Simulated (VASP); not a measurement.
# Rh (R-3m) in VASP: notebook

The runs below take Rh through electric field gradients, with PBE.

Everything below comes from runs of VASP 6.6.1. Logs are shortened: lines on timing, memory, paths and dates and some standing lists are left out, and cuts for length are marked.

## Step 1: The cell of the first run

Symmetry: R-3m, No. 166, trigonal system. The conventional cell has a = 3.676 Å, b = 3.676 Å, c = 9.004 Å, α = 90.00°, β = 90.00°, γ = 120.00°. Rh (site symmetry 3m) has 1 Rh at 1.31 Å within 1.7 Å.

## Step 2: Electric field gradients, PBE (shortest bond scaled by 0.58)

INCAR reads:

```
ALGO = Normal
EDIFF = 1E-8
ENCUT = 460
GGA = PE
GGA_COMPAT = False
ISIF = 2
ISMEAR = -1
LASPH = True
LCHARG = False
LEFG = True
LREAL = False
LWAVE = False
NBANDS = 24
NELM = 120
PREC = Accurate
SIGMA = 0.05
```

KPOINTS reads:

```
k-points
0
Gamma
  10 10 10
```

POSCAR reads:

```
Rh
1.0
    0.0000000000      2.5993341490      2.5993341490
    2.5993341490      0.0000000000      2.5993341490
    2.5993341490      2.5993341490      0.0000000000
Rh
2
Direct
   -0.2825000000     -0.0725000000     -0.0725000000
    0.2825000000      0.0725000000      0.0725000000
```

Potentials or basis: VASP PAW PBE potentials, release 64 (Rh_sv_GW).

Started as:

```bash
> cat potpaw_PBE.64/Rh_sv_GW/POTCAR > POTCAR
> mpirun -np 1 vasp_std > vasp.out
```

OUTCAR:

```text
EDIFF = 1E-8
   ENCUT = 460
   GGA = PE
   ISIF = 2
   ISMEAR = -1
   LASPH = True
   LREAL = False
   NELM = 120
   PREC = Accurate

 ion  position               nearest neighbor table
   1  0.718  0.928  0.928-   2 1.31
   2  0.282  0.072  0.072-   1 1.31

 -----------------------------------------------------------------------------
|                                                                             |
|           W    W    AA    RRRRR   N    N  II  N    N   GGGG   !!!           |
|           W    W   A  A   R    R  NN   N  II  NN   N  G    G  !!!           |
|           W    W  A    A  R    R  N N  N  II  N N  N  G       !!!           |
|           W WW W  AAAAAA  RRRRR   N  N N  II  N  N N  G  GGG   !            |
|           WW  WW  A    A  R   R   N   NN  II  N   NN  G    G                |
|           W    W  A    A  R    R  N    N  II  N    N   GGGG   !!!           |
|                                                                             |
|     The distance between some ions is very small. Please check the          |
|     nearest-neighbor list in the OUTCAR file.                               |
|     I HOPE YOU KNOW WHAT YOU ARE DOING!                                     |
|                                                                             |
 -----------------------------------------------------------------------------

  LATTYP: Found a face centered cubic cell.
 ALAT       =     5.1986682980

  Lattice vectors:

 A1 = (   0.0000000000,   2.5993341490,   2.5993341490)
 A2 = (   2.5993341490,   0.0000000000,   2.5993341490)
 A3 = (   2.5993341490,   2.5993341490,   0.0000000000)

Analysis of symmetry for initial positions (statically):
=====================================================================
 Subroutine PRICEL returns:
 Original cell was already a primitive cell.

 Routine SETGRP: Setting up the symmetry group for a
 face centered cubic supercell.

 Subroutine GETGRP returns: Found 12 space group operations
 (whereof  4 operations were pure point group operations)
 out of a pool of 48 trial point group operations.

The static configuration has the point symmetry C_2h.
 The point group associated with its full space group is D_3d.

Analysis of symmetry for dynamics (positions and initial velocities):
=====================================================================
 Subroutine PRICEL returns:
 Original cell was already a primitive cell.

 Routine SETGRP: Setting up the symmetry group for a
 face centered cubic supercell.

 Subroutine GETGRP returns: Found 12 space group operations
 (whereof  4 operations were pure point group operations)
 out of a pool of 48 trial point group operations.

The dynamic configuration has the point symmetry C_2h.
 The point group associated with its full space group is D_3d.

 Subroutine INISYM returns: Found 12 space group operations
 (whereof  4 operations are pure point group operations),
 and found     1 'primitive' translations

----------------------------------------------------------------------------------------

                                     Primitive cell

  volume of cell :      35.1250

  direct lattice vectors                    reciprocal lattice vectors
     0.000000000  2.599334149  2.599334149    -0.192356954  0.192356954  0.192356954
     2.599334149  0.000000000  2.599334149     0.192356954 -0.192356954  0.192356954
     2.599334149  2.599334149  0.000000000     0.192356954  0.192356954 -0.192356954

  length of vectors
     3.676013607  3.676013607  3.676013607     0.333172018  0.333172018  0.333172018

  position of ions in fractional coordinates (direct lattice)
     0.717500000  0.927500000  0.927500000
     0.282500000  0.072500000  0.072500000

  ion indices of the primitive-cell ions
   primitive index   ion index
                 1           1
                 2           2

[... 33 lines left out ...]
  0.300000  0.000000  0.000000      2.000000
[... 16 lines left out ...]
  0.000000  0.500000  0.100000     12.000000
  0.100000  0.000000  0.500000      6.000000
 [... further k-points ...]
   k-points           NKPTS =    116   k-points in BZ     NKDIM =    116   number of bands    NBANDS=     24
   number of dos      NEDOS =    301   number of ions     NIONS =      2
   total plane-waves  NPLWV =  21952
   dimension x,y,z NGX =    28 NGY =   28 NGZ =   28
   dimension x,y,z NGXF=    56 NGYF=   56 NGZF=   56
   ions per type =               2
   NGX,Y,Z   is equivalent  to a cutoff of  12.66, 12.66, 12.66 a.u.
   NGXF,Y,Z  is equivalent  to a cutoff of  25.33, 25.33, 25.33 a.u.
 SYSTEM =  unknown system
   PREC   = accura    normal or accurate (medium, high low for compatibility)
   ISTART =      0    job   : 0-new  1-cont  2-samecut
   ICHARG =      2    charge: 1-file 2-atom 10-const
   ISPIN  =      1    spin polarized calculation?
   LNONCOLLINEAR =      F non collinear calculations
   LSORBIT =      F    spin-orbit coupling
   LASPH  =      T    aspherical Exc in radial PAW
   ENCUT  =  460.0 eV  33.81 Ry    5.81 a.u.   6.43  6.43  6.43*2*pi/ulx,y,z
   NELM   =    120;   NELMIN=  2; NELMDL= -5     # of ELM steps
   EDIFF  = 0.1E-07   stopping-criterion for ELM
   LREAL  =      F    real-space projection
   EDIFFG = 0.1E-06   stopping-criterion for IOM
   NSW    =      0    number of steps for IOM
   IBRION =     -1    ionic relax: 0-MD 1-quasi-New 2-CG
   NFREE  =      0    steps in history (QN), initial steepest desc. (CG)
   ISIF   =      2    stress and relaxation
   ISYM   =      2    0-nonsym 1-usesym 2-fastsym
   POTIM  = 0.5000    time-step for ionic-motion
   TEBEG  =    0.0;   TEEND  =   0.0 temperature during run
   PSTRESS=    0.0 pullay stress
   NELECT =      34.0000    total number of electrons
   NUPDOWN=      -1.0000    fix difference up-down
   EMIN   =  10.00;   EMAX   =-10.00  energy-range for DOS
   EFERMI =   0.00;   METHOD = LEGACY
   ISMEAR =    -1;   SIGMA  =   0.05  broadening in eV -4-tet -1-fermi 0-gaus
   EFERMI_NEDOS =   21; number of points for ismear=-14 and -15
   IALGO  =     38    algorithm
   IMIX   =      4    mixing-type and parameters
     AMIX     =   0.40;   BMIX     =  1.00
     AMIX_MAG =   1.60;   BMIX_MAG =  1.00
  volume/ion in A,a.u.               =      17.56       118.52
  Fermi-wavevector in a.u.,A,eV,Ry     =   1.619431  3.060280 35.682036  2.622556
  Thomas-Fermi vector in A             =   2.713533
   LORBIT       =      0    0 simple, 1 ext, 2 COOP (PROOUT), +10 PAW based schemes
   GGA     = PE    functional components
   LHFCALC =     F    Hartree Fock is set to
   AEXX    =    0.0000 exact exchange contribution
   IVDW    =     0    specifies the selected vdW correction
   LEPSILON=     F    determine dielectric tensor
   LRPA    =     F    only Hartree local field effects (RPA)
 non-spin polarized calculation
  energy-cutoff  :      460.00
  volume of cell :       35.12
 maximum number of plane-waves:       801
 NGX is ok and might be reduce to    28
   NGX = 13   NGY = 13   NGZ = 13

 number of electron      33.9999999 magnetization

 Free energy of the ion-electron system (eV)
  ---------------------------------------------------
  ext. energy  EPLUGINS =         0.00000000
  ---------------------------------------------------
  free energy    TOTEN  =        38.64687432 eV

  energy without entropy =       38.65789834  energy(sigma->0) =       38.65238633

 E-fermi :   9.8611     XC(G=0): -11.9949

 val. band max:        9.8424779900   @ k =   0.0000   0.2000   0.0000
 cond. band min:       9.8779761359   @ k =   0.0000  -0.2000   0.1000
 fundamental gap:      0.0354981459
 Fermi energy:         9.8611155786

 k-point     1 :       0.0000    0.0000    0.0000
  band No.  band energies     occupation
      1     -85.4308      2.00000
      2     -70.3468      2.00000
      3     -53.6056      2.00000
      4     -45.8339      2.00000
      5     -45.8339      2.00000
      6     -38.7674      2.00000
[... 637 lines left out ...]
     23      20.2455      0.00000
     24      21.9255      0.00000

 [... further k-points ...]
[... 5 lines left out ...]
  --------------------------------------------------------------------------------------
  -------------------------------------------------------------------------------------
  Total      106.5939472    106.5939472    106.5939472   -104.8056499    104.8056499   -104.8056499
  in kB     4862.1325466   4862.1325466   4862.1325466  -4780.5618881   4780.5618881  -4780.5618881
  external PRESSURE =    4862.1325466 kB  Pullay stress =       0.0000000 kB

 VOLUME and BASIS-vectors are now :
 -----------------------------------------------------------------------------
  energy-cutoff  :      460.00
  volume of cell :       35.12
      direct lattice vectors                 reciprocal lattice vectors
     0.000000000  2.599334149  2.599334149    -0.192356954  0.192356954  0.192356954
     2.599334149  0.000000000  2.599334149     0.192356954 -0.192356954  0.192356954
     2.599334149  2.599334149  0.000000000     0.192356954  0.192356954 -0.192356954

 POSITION                                       TOTAL-FORCE (eV/Angst)
 -----------------------------------------------------------------------------------
      4.82176      4.27590      4.27590      -138.555779    138.555779    138.555779
      0.37690      0.92276      0.92276       138.555779   -138.555779   -138.555779
 -----------------------------------------------------------------------------------
    total drift:                               -0.000000     -0.000000     -0.000000

  FREE ENERGIE OF THE ION-ELECTRON SYSTEM (eV)
  ---------------------------------------------------
  free  energy   TOTEN  =        38.6468743205 eV

  energy  without entropy=       38.6578983385  energy(sigma->0) =       38.65238633

 Electric field gradients (V/A^2)
---------------------------------------------------------------------
 ion       V_xx      V_yy      V_zz      V_xy      V_xz      V_yz
---------------------------------------------------------------------
   1      -0.000     0.000     0.000  -281.595  -281.595   281.591
   2      -0.000     0.000     0.000  -281.595  -281.595   281.591
---------------------------------------------------------------------

 Electric field gradients after diagonalization (V/A^2)
 (convention: |V_zz| > |V_xx| > |V_yy|)
----------------------------------------------------------------------
 ion       V_xx      V_yy      V_zz     asymmetry (V_yy - V_xx)/ V_zz
----------------------------------------------------------------------
   1    -281.596  -281.591   563.187       0.000
   2    -281.596  -281.591   563.187       0.000
----------------------------------------------------------------------

           NMR quadrupolar parameters

 Cq : quadrupolar parameter    Cq=e*Q*V_zz/h
 eta: asymmetry parameters     (V_yy - V_xx)/ V_zz
 Q  : nuclear electric quadrupole moment in mb (millibarn)
----------------------------------------------------------------------
 ion       Cq(MHz)       eta       Q (mb)
----------------------------------------------------------------------
   1       1.362       0.000       1.000
   2       1.362       0.000       1.000
----------------------------------------------------------------------
```

Run time: 95 s. Hardware: 1 thread of Intel Xeon Platinum 8375C at 2.90GHz (Ice Lake), shared host; peak memory 0.22 GiB.

Results:

* Free energy: 38.6469 eV
* Pressure: 486.2 GPa
* Largest force: 239.986 eV/Å
* Band gap on the k mesh: zero (bands 17 and 18 overlap by 2.16 eV)
* Largest electric field gradient by atom: Rh +563.2 V/Å²

Forces in eV/Å, atoms in the order of the input:
```
Rh  -138.556  138.556  138.556
Rh   138.556 -138.556 -138.556
```

Stress tensor (GPa, compression positive):
```
 486.21 -478.06 -478.06
-478.06  486.21  478.06
-478.06  478.06  486.21
```

Levels at points of the mesh, in eV from the Fermi level:
| k point | band 15 | band 16 | band 17 | band 18 | band 19 | band 20 |
| --- | --- | --- | --- | --- | --- | --- |
| (0.00, 0.00, 0.00) | -3.15 | -3.15 | 0.27 | 0.27 | 0.61 | 8.72 |
| (0.50, 0.00, 0.00) | -2.77 | -2.77 | 0.44 | 3.04 | 3.04 | 5.60 |
| (0.00, 0.50, 0.00) | -3.34 | -3.10 | -2.03 | -0.87 | 2.61 | 3.86 |
| (0.50, 0.50, 0.00) | -3.10 | -2.92 | -1.31 | 2.22 | 3.18 | 3.86 |

Electric field gradients, principal values (V/Å²):
```csv
atom,least,middle,greatest (by size)
1 Rh,-281.591,-281.596,563.187
2 Rh,-281.591,-281.596,563.187
```

Caveat: the cell differs from its parent crystal (shortest bond scaled by 0.58); atoms lie so close that the PAW spheres overlap strongly, which falsifies energies and pressures; the cell stands under pressure; without QUAD_EFG the Cq values of the log hold for a quadrupole moment of 1 mb, not for the nuclei; forces of over 1 eV/Å act on the atoms, so gaps and moduli don't describe the material at rest.

## Step 3: Electric field gradients, PBE (shortest bond scaled by 0.88)

INCAR reads:

```
PREC     = Accurate       # precision mode
ENCUT    = 460            # plane-wave cutoff, eV
EDIFF    = 1E-8           # SCF threshold, eV
ISMEAR   = -1             # smearing method
SIGMA    = 0.05           # smearing width, eV
LREAL    = False          # projectors in reciprocal space
LASPH    = True           # aspherical terms in the spheres
NELM     = 120            # most SCF steps
ALGO     = Normal         # electronic algorithm
ISIF     = 2              # what is computed and relaxed
LWAVE    = False          # write WAVECAR
LCHARG   = False          # write CHGCAR
GGA      = PE             # functional
LEFG     = True         
NBANDS   = 24             # bands
GGA_COMPAT= False
```

KPOINTS reads:

```
regular mesh
0
Gamma
  10 10 10
```

POSCAR reads:

```
Rh
1.0
    0.0000000000      2.5993341490      2.5993341490
    2.5993341490      0.0000000000      2.5993341490
    2.5993341490      2.5993341490      0.0000000000
Rh
2
Direct
   -0.1700000000     -0.1100000000     -0.1100000000
    0.1700000000      0.1100000000      0.1100000000
```

Potentials or basis: VASP PAW PBE potentials, release 64 (Rh_sv_GW).

Started as:

```bash
> cat potpaw_PBE.64/Rh_sv_GW/POTCAR > POTCAR
> mpirun -np 1 vasp_std > vasp.out
```

OUTCAR:

```text
PREC = Accurate
   ENCUT = 460
   EDIFF = 1E-8
   ISMEAR = -1
   LREAL = False
   LASPH = True
   NELM = 120
   ISIF = 2
   GGA = PE

 ion  position               nearest neighbor table
   1  0.830  0.890  0.890-   2 1.98   2 2.35   2 2.35   2 2.35
   2  0.170  0.110  0.110-   1 1.98   1 2.35   1 2.35   1 2.35

  LATTYP: Found a face centered cubic cell.
 ALAT       =     5.1986682980

  Lattice vectors:

 A1 = (   0.0000000000,   2.5993341490,   2.5993341490)
 A2 = (   2.5993341490,   0.0000000000,   2.5993341490)
 A3 = (   2.5993341490,   2.5993341490,   0.0000000000)

Analysis of symmetry for initial positions (statically):
=====================================================================
 Subroutine PRICEL returns:
 Original cell was already a primitive cell.

 Routine SETGRP: Setting up the symmetry group for a
 face centered cubic supercell.

 Subroutine GETGRP returns: Found 12 space group operations
[... 837 lines left out ...]
  volume of cell :       35.12
      direct lattice vectors                 reciprocal lattice vectors
     0.000000000  2.599334149  2.599334149    -0.192356954  0.192356954  0.192356954
     2.599334149  0.000000000  2.599334149     0.192356954 -0.192356954  0.192356954
     2.599334149  2.599334149  0.000000000     0.192356954  0.192356954 -0.192356954

 POSITION                                       TOTAL-FORCE (eV/Angst)
 -----------------------------------------------------------------------------------
      4.62681      4.47085      4.47085        -4.982454      4.982454      4.982454
      0.57185      0.72781      0.72781         4.982454     -4.982454     -4.982454
 -----------------------------------------------------------------------------------
    total drift:                                0.000000      0.000000     -0.000000

  FREE ENERGIE OF THE ION-ELECTRON SYSTEM (eV)
  ---------------------------------------------------
  free  energy   TOTEN  =        -9.0137495296 eV

  energy  without entropy=       -8.9945098123  energy(sigma->0) =       -9.00412967

 Electric field gradients (V/A^2)
---------------------------------------------------------------------
 ion       V_xx      V_yy      V_zz      V_xy      V_xz      V_yz
---------------------------------------------------------------------
   1       0.000    -0.000    -0.000   -86.247   -86.247    86.243
   2       0.000    -0.000    -0.000   -86.247   -86.247    86.243
---------------------------------------------------------------------

 Electric field gradients after diagonalization (V/A^2)
 (convention: |V_zz| > |V_xx| > |V_yy|)
----------------------------------------------------------------------
 ion       V_xx      V_yy      V_zz     asymmetry (V_yy - V_xx)/ V_zz
----------------------------------------------------------------------
   1     -86.249   -86.243   172.492       0.000
   2     -86.249   -86.243   172.492       0.000
----------------------------------------------------------------------

           NMR quadrupolar parameters

 Cq : quadrupolar parameter    Cq=e*Q*V_zz/h
 eta: asymmetry parameters     (V_yy - V_xx)/ V_zz
 Q  : nuclear electric quadrupole moment in mb (millibarn)
----------------------------------------------------------------------
 ion       Cq(MHz)       eta       Q (mb)
----------------------------------------------------------------------
   1       0.417       0.000       1.000
   2       0.417       0.000       1.000
----------------------------------------------------------------------
```

OSZICAR:

```text
N       E                     dE             d eps       ncg     rms          rms(c)
DAV:   1     0.588646590756E+03    0.58865E+03   -0.20365E+04  5896   0.156E+03
DAV:   2     0.331492361147E+02   -0.55550E+03   -0.52064E+03  5624   0.869E+02
DAV:   3    -0.979449856172E+01   -0.42944E+02   -0.40646E+02  8840   0.205E+02
DAV:   4    -0.109688277758E+02   -0.11743E+01   -0.11717E+01  7960   0.424E+01
DAV:   5    -0.109940737381E+02   -0.25246E-01   -0.25244E-01  9328   0.584E+00    0.789E+01
DAV:   6    -0.906959104613E+01    0.19245E+01   -0.63009E+00  8192   0.365E+01    0.355E+01
DAV:   7    -0.901578688785E+01    0.53804E-01   -0.16891E-01  7856   0.730E+00    0.139E+01
DAV:   8    -0.901512152707E+01    0.66536E-03   -0.23814E-02  9720   0.215E+00    0.664E-01
DAV:   9    -0.901371230520E+01    0.14092E-02   -0.32491E-03  8712   0.958E-01    0.278E-01
DAV:  10    -0.901374936294E+01   -0.37058E-04   -0.25297E-04  8088   0.217E-01    0.558E-02
DAV:  11    -0.901375114119E+01   -0.17782E-05   -0.21138E-05  9176   0.684E-02    0.199E-02
DAV:  12    -0.901374919909E+01    0.19421E-05   -0.33957E-06  8968   0.297E-02    0.559E-03
DAV:  13    -0.901374954942E+01   -0.35034E-06   -0.23315E-07  8784   0.662E-03    0.146E-03
DAV:  14    -0.901374953053E+01    0.18897E-07   -0.11909E-08  5064   0.153E-03    0.558E-04
DAV:  15    -0.901374952957E+01    0.95770E-09   -0.38244E-09  4728   0.941E-04
   1 F= -.90137495E+01 E0= -.90041297E+01  d E =-.192397E-01
```

It took 2.6 min on 1 thread of Intel Xeon Platinum 8259CL at 2.50GHz (Skylake/Cascade Lake), shared host; peak memory 0.22 GiB.

What came out:

```
Free energy                             : -9.0137 eV
Pressure                                : 43.7 GPa
Largest force                           : 8.630 eV/Å
Band gap on the k mesh                  : zero (bands 17 and 18 overlap by 1.71 eV)
Largest electric field gradient by atom : Rh +172.5 V/Å²
```

Forces in eV/Å, atoms in the order of the input:
```
Rh  -4.982  4.982  4.982
Rh   4.982 -4.982 -4.982
```

Levels at points of the mesh, in eV from the Fermi level:
```tsv
k point	band 14	band 15	band 16	band 17	band 18	band 19	band 20	band 21
(0.00, 0.00, 0.00)	-4.74	-1.94	-1.79	-1.79	0.38	0.38	11.44	12.66
(0.50, 0.00, 0.00)	-3.58	-1.39	-1.39	-0.82	1.15	1.15	3.01	10.48
(0.00, 0.50, 0.00)	-4.12	-1.37	-1.31	-0.72	-0.16	-0.08	2.10	9.50
(0.50, 0.50, 0.00)	-2.76	-2.23	-2.23	0.50	0.78	2.10	2.90	5.01
```

Electric field gradients, principal values (V/Å²):
| atom | least | middle | greatest (by size) |
| --- | --- | --- | --- |
| 1 Rh | -86.243 | -86.249 | 172.492 |
| 2 Rh | -86.243 | -86.249 | 172.492 |

Caveat: the cell differs from its parent crystal (shortest bond scaled by 0.88); atoms lie so close that the PAW spheres overlap strongly, which falsifies energies and pressures; the cell stands under pressure; without QUAD_EFG the Cq values of the log hold for a quadrupole moment of 1 mb, not for the nuclei; forces of over 1 eV/Å act on the atoms, so gaps and moduli don't describe the material at rest.

(Continued in part 2 of 2.)

The gap in the log of VASP goes by the Fermi energy; the results here count the filled bands.